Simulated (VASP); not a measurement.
A run of VASP 6.6.1 is set up as follows.

The input INCAR:

```
ALGO = Normal
EDIFF = 1E-6
ENCUT = 520
GGA = RE
ISIF = 2
ISMEAR = -1
LASPH = True
LCHARG = False
LREAL = False
LWAVE = False
NBANDS = 8
NELM = 80
PREC = Accurate
SIGMA = 0.1
```

KPOINTS

```
k-points
0
Gamma
  12 12 12
```

Contents of POSCAR:

```
As
1.0
    2.7480308684      0.0000000000      0.0000000000
    0.0000000000      2.7480308684      0.0000000000
    0.0000000000      0.0000000000      2.7480308684
As
1
Direct
    0.0000000000      0.0000000000      0.0000000000
```

Potentials or basis: VASP PAW PBE potentials, release 64 (As).

The run is started by

```sh
$ cat potpaw_PBE.64/As/POTCAR > POTCAR
$ mpirun -np 1 vasp_std > vasp.out
```

Problem. Predict the pressure.

Solution. 0.1 GPa.

Caveat: the PAW data sets were made with another functional, which shifts forces and pressure a little.
